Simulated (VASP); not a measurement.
The system is KCl.

```
K Cl
1.0
     3.88972    0.00000    0.00000
     0.00000    3.88972    0.00000
     0.00000    0.00000    3.88972
K Cl
1 1
Direct
  0.00000 0.00000 0.00000
  0.50000 0.50000 0.50000
```

Base run:

```yaml
Program: VASP 6.6.1
Functional: PBE0
Potentials_or_basis: VASP PAW PBE potentials, release 64 (K_sv, Cl)
Cutoff: 520 eV
k_mesh: 4 × 4 × 4
Occupations: fermi-dirac, width 0.05 eV
Spin: no spin polarisation
```

Its results: band gap on the k mesh 6.69 eV, indirect (least direct gap 6.90 eV); pressure -1.2 GPa.

**Question.** The run is repeated on the same cell with these changes: functional from PBE0 to HSE06; further incar settings from ALGO = Normal; EDIFF = 1e-06; NBANDS = 15 to ALGO = Normal; EDIFF = 1e-07; NBANDS = 15. What comes out?

**Answer.** Band gap on the k mesh 5.95 eV, indirect (least direct gap 6.16 eV); pressure -1.1 GPa.

Caveats: the PAW data sets were made with another functional, which shifts forces and pressure a little.

A k mesh can miss the band edges.
